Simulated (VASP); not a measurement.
# Pt (I4/mmm) in VASP: notebook, part 2 of 2

VASP 6.6.1. The steps go on from the part before.

## 4. Single point, PBEsol (strain +0.0100 x Voigt [1, 0, 0, 0, 0, 0])

INCAR reads:

```
PREC = Accurate ; ENCUT = 520
EDIFF = 1E-7 ; ISMEAR = 0
SIGMA = 0.15 ; LREAL = False
LASPH = True ; NELM = 80
ALGO = Fast ; ISIF = 2
LWAVE = False ; LCHARG = False
GGA = PS ; NBANDS = 11
```

KPOINTS reads:

```
Automatic mesh
0
Gamma
  22 22 22
```

POSCAR reads:

```
Pt
1.0
   -1.6000622000      1.5842200000      1.5842200000
    1.6000622000     -1.5842200000      1.5842200000
    1.6000622000      1.5842200000     -1.5842200000
Pt
1
Direct
    0.0000000000      0.0000000000      0.0000000000
```

Potentials or basis: VASP PAW PBE potentials, release 64 (Pt).

The run is started by

```bash
> cat potpaw_PBE.64/Pt/POTCAR > POTCAR
> mpirun -np 1 vasp_std > vasp.out
```

OUTCAR:

```text
PREC = Accurate
   ENCUT = 520
   EDIFF = 1E-7
   ISMEAR = 0
   LREAL = False
   LASPH = True
   NELM = 80
   ISIF = 2
   GGA = PS

 ion  position               nearest neighbor table
   1  0.000  0.000  0.000-

  LATTYP: Found a body centered tetragonal cell.
 ALAT       =     3.1684400000
 C/A-ratio  =     1.0100000000

  Lattice vectors:

 A1 = (  -1.6000622000,   1.5842200000,  -1.5842200000)
 A2 = (  -1.6000622000,  -1.5842200000,   1.5842200000)
 A3 = (   1.6000622000,   1.5842200000,   1.5842200000)

Analysis of symmetry for initial positions (statically):
=====================================================================
 Subroutine PRICEL returns:
 Original cell was already a primitive cell.

 Routine SETGRP: Setting up the symmetry group for a
 body centered tetragonal supercell.

 Subroutine GETGRP returns: Found 16 space group operations
 (whereof 16 operations were pure point group operations)
 out of a pool of 16 trial point group operations.

The static configuration has the point symmetry D_4h.

Analysis of symmetry for dynamics (positions and initial velocities):
=====================================================================
 Subroutine PRICEL returns:
 Original cell was already a primitive cell.

 Routine SETGRP: Setting up the symmetry group for a
 body centered tetragonal supercell.

 Subroutine GETGRP returns: Found 16 space group operations
 (whereof 16 operations were pure point group operations)
 out of a pool of 16 trial point group operations.

The dynamic configuration has the point symmetry D_4h.

 Subroutine INISYM returns: Found 16 space group operations
 (whereof 16 operations are pure point group operations),
 and found     1 'primitive' translations

----------------------------------------------------------------------------------------

                                     Primitive cell

  volume of cell :      16.0630

[... 112 lines left out ...]
   LHFCALC =     F    Hartree Fock is set to
   AEXX    =    0.0000 exact exchange contribution
   IVDW    =     0    specifies the selected vdW correction
   LEPSILON=     F    determine dielectric tensor
   LRPA    =     F    only Hartree local field effects (RPA)
 non-spin polarized calculation
 RMM-DIIS sequential band-by-band and
 Gauss-broadening in eV      SIGMA  =   0.15
  energy-cutoff  :      520.00
  volume of cell :       16.06
 maximum number of plane-waves:       447
   NGX = 11   NGY = 11   NGZ = 11

 number of electron      10.0000001 magnetization

 Free energy of the ion-electron system (eV)
  ---------------------------------------------------
  ext. energy  EPLUGINS =         0.00000000
  ---------------------------------------------------
  free energy    TOTEN  =        -6.81762751 eV

  energy without entropy =       -6.80419532  energy(sigma->0) =       -6.81091141

 E-fermi :   9.7102     XC(G=0): -13.2502

 val. band max:        9.7098534093   @ k =   0.4545   0.0909   0.0000
 cond. band min:       9.7111116971   @ k =   0.4545  -0.3636   0.0909
 fundamental gap:      0.0012582879
 Fermi energy:         9.7101947311

 k-point     1 :       0.0000    0.0000    0.0000
  band No.  band energies     occupation
      1       0.3331      2.00000
      2       6.3027      2.00000
      3       6.3027      2.00000
      4       6.3840      2.00000
      5       8.7260      2.00000
      6       8.8311      2.00000
      7      26.6895      0.00000
      8      26.8769      0.00000
      9      26.8769      0.00000
     10      36.5642      0.00000
     11      36.6555      0.00000
[... 309 lines left out ...]
 k-point    24 :      -0.0000    0.0909    0.0000
  band No.  band energies     occupation
      1       0.6603      2.00000
      2       6.2155      2.00000
      3       6.3027      2.00000
      4       6.6076      2.00000
      5       8.5906      2.00000
      6       8.8186      2.00000
      7      26.8641      0.00000
      8      27.0198      0.00000
      9      27.3533      0.00000
     10      33.5649      0.00000
     11      34.0021      0.00000

 [... further k-points ...]

------------------------ aborting loop because EDIFF is reached ----------------------------------------

  FORCE on cell =-STRESS in cart. coord.  units (eV):
  Direction    XX          YY          ZZ          XY          YZ          ZX
  --------------------------------------------------------------------------------------
  -------------------------------------------------------------------------------------
  Total       -1.2762426     -1.3699959     -1.3699959      0.0000000      0.0000000      0.0000000
  in kB     -127.2963629   -136.6475970   -136.6475970      0.0000000      0.0000000      0.0000000
  external PRESSURE =    -133.5305189 kB  Pullay stress =       0.0000000 kB

 VOLUME and BASIS-vectors are now :
 -----------------------------------------------------------------------------
  energy-cutoff  :      520.00
  volume of cell :       16.06
      direct lattice vectors                 reciprocal lattice vectors
    -1.600062200  1.584220000  1.584220000     0.000000000  0.315612731  0.315612731
     1.600062200 -1.584220000  1.584220000     0.312487852  0.000000000  0.315612731
     1.600062200  1.584220000 -1.584220000     0.312487852  0.315612731  0.000000000

 POSITION                                       TOTAL-FORCE (eV/Angst)
 -----------------------------------------------------------------------------------
      0.00000      0.00000      0.00000         0.000000      0.000000      0.000000
 -----------------------------------------------------------------------------------
    total drift:                                0.000000     -0.000000      0.000000

  FREE ENERGIE OF THE ION-ELECTRON SYSTEM (eV)
  ---------------------------------------------------
  free  energy   TOTEN  =        -6.8176275075 eV

  energy  without entropy=       -6.8041953213  energy(sigma->0) =       -6.81091141
```

OSZICAR:

```text
N       E                     dE             d eps       ncg     rms          rms(c)
DAV:   1     0.383100898398E+02    0.38310E+02   -0.53158E+03 18692   0.840E+02
DAV:   2    -0.664291521200E+01   -0.44953E+02   -0.43029E+02 20915   0.173E+02
DAV:   3    -0.725582579888E+01   -0.61291E+00   -0.61002E+00 21368   0.192E+01
DAV:   4    -0.725819575135E+01   -0.23700E-02   -0.23698E-02 21289   0.141E+00
DAV:   5    -0.725821517952E+01   -0.19428E-04   -0.19428E-04 21674   0.119E-01    0.108E+01
RMM:   6    -0.685576906260E+01    0.40245E+00   -0.42140E-01 18400   0.542E+00    0.549E+00
RMM:   7    -0.682112602070E+01    0.34643E-01   -0.62496E-02 19268   0.224E+00    0.235E+00
RMM:   8    -0.681806921969E+01    0.30568E-02   -0.80747E-03 19897   0.793E-01    0.652E-01
RMM:   9    -0.681761094778E+01    0.45827E-03   -0.10866E-03 21119   0.282E-01    0.348E-02
RMM:  10    -0.681762659988E+01   -0.15652E-04   -0.14737E-04 21270   0.927E-02    0.386E-02
RMM:  11    -0.681762676261E+01   -0.16272E-06   -0.12979E-05 22274   0.265E-02    0.157E-02
RMM:  12    -0.681762741544E+01   -0.65283E-06   -0.37014E-06 22121   0.133E-02    0.483E-03
RMM:  13    -0.681762750753E+01   -0.92088E-07   -0.87172E-07 19316   0.607E-03
   1 F= -.68176275E+01 E0= -.68109114E+01  d E =-.134322E-01
```

It took 58 s on 1 thread of Intel Xeon Platinum 8559C (Emerald Rapids), shared host; peak memory 0.25 GiB.

What came out:

| Item | Value |
| --- | --- |
| Free energy | -6.8176 eV |
| Pressure | -13.4 GPa |
| Band gap on the k mesh | zero (bands 5 and 6 overlap by 2.05 eV) |

Stress tensor (GPa, compression positive):
```
-12.73   0.00   0.00
  0.00 -13.66   0.00
  0.00   0.00 -13.66
```

Levels at points of the mesh, in eV from the Fermi level:
| k point | band 3 | band 4 | band 5 | band 6 | band 7 | band 8 |
| --- | --- | --- | --- | --- | --- | --- |
| (0.00, 0.00, 0.00) | -3.41 | -3.33 | -0.98 | -0.88 | 16.98 | 17.17 |
| (0.50, 0.00, 0.00) | -1.05 | -0.59 | 0.32 | 1.05 | 6.20 | 13.17 |
| (0.00, 0.50, 0.00) | -1.16 | -0.63 | 0.25 | 1.03 | 6.11 | 13.28 |
| (0.50, 0.50, 0.50) | 0.51 | 0.54 | 0.54 | 7.39 | 7.69 | 7.69 |

Caveat: the cell differs from its parent crystal (strain +0.0100 x Voigt [1, 0, 0, 0, 0, 0]); the cell stands under tension; the PAW data sets were made with another functional, which shifts forces and pressure a little; spin-orbit coupling is left out, which moves the levels of the heavy elements.

## 5. Single point, PBEsol (strain +0.0150 x Voigt [1, 0, 0, 0, 0, 0])

INCAR reads:

```
SYSTEM = Pt
  ALGO = Fast
  EDIFF = 1E-7
  ENCUT = 520
  GGA = PS
  ISIF = 2
  ISMEAR = 0
  LASPH = .TRUE.
  LCHARG = .FALSE.
  LREAL = .FALSE.
  LWAVE = .FALSE.
  NBANDS = 11
  NELM = 80
  PREC = Accurate
  SIGMA = 0.15
```

KPOINTS reads:

```
k-points
0
G
  22 22 22
  0 0 0
```

POSCAR reads:

```
Pt
1.0
   -1.6079833000      1.5842200000      1.5842200000
    1.6079833000     -1.5842200000      1.5842200000
    1.6079833000      1.5842200000     -1.5842200000
Pt
1
Direct
    0.0000000000      0.0000000000      0.0000000000
```

The run is started by

```bash
> cat potpaw_PBE.64/Pt/POTCAR > POTCAR
> mpirun -np 1 vasp_std > vasp.out
```

Run time: 60 s. Hardware: 1 thread of Intel Xeon Platinum 8559C (Emerald Rapids), shared host; peak memory 0.26 GiB.

Results (log left out):

* Free energy: -6.8112 eV
* Pressure: -14.3 GPa
* Band gap on the k mesh: zero (bands 5 and 6 overlap by 2.04 eV)

Stress tensor (GPa, compression positive):
```
-13.44   0.00   0.00
  0.00 -14.80   0.00
  0.00   0.00 -14.80
```

Levels at points of the mesh, in eV from the Fermi level:
| k point | band 1 | band 2 | band 3 | band 4 | band 5 | band 6 | band 7 | band 8 | band 9 | band 10 |
| --- | --- | --- | --- | --- | --- | --- | --- | --- | --- | --- |
| (0.00, 0.00, 0.00) | -9.33 | -3.39 | -3.39 | -3.27 | -1.00 | -0.85 | 16.92 | 17.20 | 17.20 | 26.69 |
| (0.50, 0.00, 0.00) | -6.36 | -4.82 | -1.01 | -0.57 | 0.35 | 1.04 | 6.18 | 13.13 | 15.40 | 24.17 |
| (0.00, 0.50, 0.00) | -6.38 | -4.69 | -1.17 | -0.63 | 0.26 | 1.02 | 6.06 | 13.30 | 15.76 | 23.78 |
| (0.50, 0.50, 0.50) | -5.86 | -5.85 | 0.50 | 0.54 | 0.54 | 7.28 | 7.72 | 7.72 | 12.41 | 18.56 |

Caveat: the cell differs from its parent crystal (strain +0.0150 x Voigt [1, 0, 0, 0, 0, 0]); the cell stands under tension; the PAW data sets were made with another functional, which shifts forces and pressure a little; spin-orbit coupling is left out, which moves the levels of the heavy elements.

## 6. The runs side by side

```csv
cell,further INCAR settings,gap on the mesh (eV),pressure (GPa)
"a = 2.739 Å, angles 109.7, 109.3, 109.3°, 1 atom",ALGO = Fast; EDIFF = 1e-07; NBANDS = 11,none,-10.2
"a = 2.749 Å, angles 109.2, 109.6, 109.6°, 1 atom",ALGO = Fast; EDIFF = 1e-06; NBANDS = 11,none,-12.3
"a = 2.753 Å, angles 108.9, 109.7, 109.7°, 1 atom",ALGO = Fast; EDIFF = 1e-07; NBANDS = 11,none,-13.4
"a = 2.758 Å, angles 108.7, 109.9, 109.9°, 1 atom",ALGO = Fast; EDIFF = 1e-07; NBANDS = 11,none,-14.3
```

Alike in all rows: task single point; level PBEsol; potentials or basis VASP PAW PBE potentials, release 64 (Pt); no spin polarisation; k mesh 22 × 22 × 22; cutoff (eV) 520; smearing gaussian 0.15 eV.

Caveats: the cell stands under tension; the PAW data sets were made with another functional, which shifts forces and pressure a little; spin-orbit coupling is left out, which moves the levels of the heavy elements.

Absolute energies hang on the potentials; compare differences alone.
